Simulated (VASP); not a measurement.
A run of VASP 6.6.1 is set up as follows.

The input INCAR:

```
  ALGO = Normal
  EDIFF = 1E-8
  ENCUT = 520
  GGA = CA
  ISIF = 2
  ISMEAR = -1
  LASPH = T
  LCHARG = F
  LEFG = T
  LREAL = F
  LWAVE = F
  NBANDS = 11
  NELM = 100
  PREC = Accurate
  SIGMA = 0.08
```

The input KPOINTS:

```
k-points
0
Gamma
  12 12 12
```

POSCAR

```
BP
1.0
    0.0000000000      2.2690000000      2.2916900000
    2.2690000000      0.0000000000      2.2916900000
    2.2690000000      2.2690000000      0.0000000000
B P
1 1
Direct
    0.0000000000      0.0000000000      0.0000000000
    0.7500000000      0.7500000000      0.7500000000
```

Potentials or basis: VASP PAW LDA potentials, release 64 (B, P).

Run with:

```sh
$ cat potpaw_LDA.64/B/POTCAR potpaw_LDA.64/P/POTCAR > POTCAR
$ mpirun -np 1 vasp_std > vasp.out
```

Problem. Predict the band gap on the k mesh.

Solution. 1.12 eV, indirect (least direct gap 3.31 eV).

Problem. What does it give for the pressure?

Solution. -6.8 GPa.

Electric field gradients, principal values (V/Å²):
```csv
atom,least,middle,greatest (by size)
1 B,-0.027,-0.027,0.054
2 P,-0.254,-0.254,0.508
```

Caveat: the cell differs from its parent crystal (zz strain of +1 %); without QUAD_EFG the Cq values of the log hold for a quadrupole moment of 1 mb, not for the nuclei. A k mesh can miss the band edges.
